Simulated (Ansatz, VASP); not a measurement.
**Two plane-wave programs on Pt**

Contents of INCAR:

```
PREC = Accurate ; ENCUT = 570
EDIFF = 1E-6 ; ISMEAR = -1
SIGMA = 0.1 ; LREAL = F
LASPH = T ; NELM = 120
ALGO = Normal ; ISIF = 2
LWAVE = F ; LCHARG = T
GGA = B5 ; ALDAX = 1.0
AGGAX = 1.0 ; AGGAC = 1.0
ALDAC = 0.0 ; LELF = T
LVHAR = T ; NBANDS = 15
GGA_COMPAT = F
```

The input KPOINTS:

```
Automatic mesh
0
Gamma
  12 12 12
```

File POSCAR:

```
Pt
1.0
    0.0000000000      1.9609000000      1.9609000000
    1.9609000000      0.0000000000      1.9609000000
    1.9609000000      1.9609000000      0.0000000000
Pt
1
Direct
    0.0000000000      0.0000000000      0.0000000000
```

File input.yaml:

```yaml
crystal:
  lattice:
    - [0.0, 1.9609, 1.9609]
    - [1.9609, 0.0, 1.9609]
    - [1.9609, 1.9609, 0.0]
  atoms:
    - { symbol: Pt, position: [0.0, 0.0, 0.0] }
hamiltonian:
  xc: blyp
  pseudopotentials: { kind: nc, accuracy: standard, xc_functional: pbesol }
kpoints:
  mp_grid: { grid: [12, 12, 12] }
scf:
  occupations: { method: fermi_dirac, width: 0.1 }
output:
  forces: true
  stress: true
  eigenvalues: true
  write_density: true
  write_potential: true
  elf: true
  volumetric_format: npy
```

Alike in both runs: functional BLYP; k mesh 12 × 12 × 12; occupations fermi-dirac, width 0.1 eV; no spin polarisation.

|  | VASP | Ansatz |
| --- | --- | --- |
| version | VASP 6.6.1 | Ansatz 0.2.0 |
| potentials or method | VASP PAW PBE potentials, release 64 (Pt_sv_GW) | PseudoDojo standard (PBEsol files) |
| plane-wave cutoff (eV) | 570 | 1143 |
| valence electrons in the cell | 18 | 18 |
| task | single point | electron localisation function |

Ansatz gave:

```
gap on the k mesh at the Fermi level (eV) : none
pressure (GPa)                            : 25.0
```

**Question.** Estimate VASP's values.

**Answer.** gap on the k mesh at the Fermi level (eV): none; pressure (GPa): 25.8.

VASP's potentials were made for PBE, not for BLYP. A gap of «none» marks a metal or a gap that the smearing closes. With one functional, cell and mesh, what is left measures potentials, basis and numerics.

Spin-orbit coupling is off throughout. Noted on Ansatz's run: the potentials were made for another functional, which shifts forces and pressure.
